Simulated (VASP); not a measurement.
Crystal: Nb2C3.

```xyz
5
Lattice="3.8036 0.0000 0.0000 0.0000 3.8036 0.0000 0.0000 0.0000 3.9857" Properties=species:S:1:pos:R:3 pbc="T T T"
Nb    0.0000    0.0000    0.0000
Nb    1.9018    1.9018    0.0000
C     0.0000    1.9018    1.9928
C     1.9018    0.0000    1.9928
C     0.0000    0.0000    1.9928
```

The cell was generated, and may not be a known phase.

* Program: VASP 6.6.1
* Task: relaxation of cell and atoms
* Functional: PBE
* Potentials or basis: VASP PAW PBE potentials, release 64 (Nb_sv, C)
* Cutoff: 600 eV
* k mesh: 10 × 10 × 10
* Occupations: gaussian, width 0.1 eV
* Spin: no spin polarisation

At the start: pressure -0.6 GPa; volume 11.53 Å³/atom.

Question: How do energy, volume and symmetry change on relaxing?

Answer: Over 5 steps the energy falls by 2.3 meV/atom and the volume is 11.54 Å³/atom (+0.1 %); space group P4/mmm (No. 123, to 0.1 Å) before and after.

The path:
```csv
step,energy change (eV),largest force (eV/Å),pressure (GPa),volume (Å³)
1,0.0000,0.0000,-0.61,57.66
2,-0.0099,0.0000,1.32,57.29
3,-0.0103,0.0000,1.04,57.35
4,-0.0114,0.0000,-0.40,57.88
5,-0.0117,0.0000,0.03,57.71
```

Final structure:
```
Nb C
1.0
     3.82842    0.00000    0.00000
     0.00000    3.82842    0.00000
     0.00000    0.00000    3.93751
Nb C
2 3
Direct
  0.00000 0.00000 0.00000
  0.50000 0.50000 0.00000
  0.00000 0.50000 0.50000
  0.50000 0.00000 0.50000
  0.00000 0.00000 0.50000
```
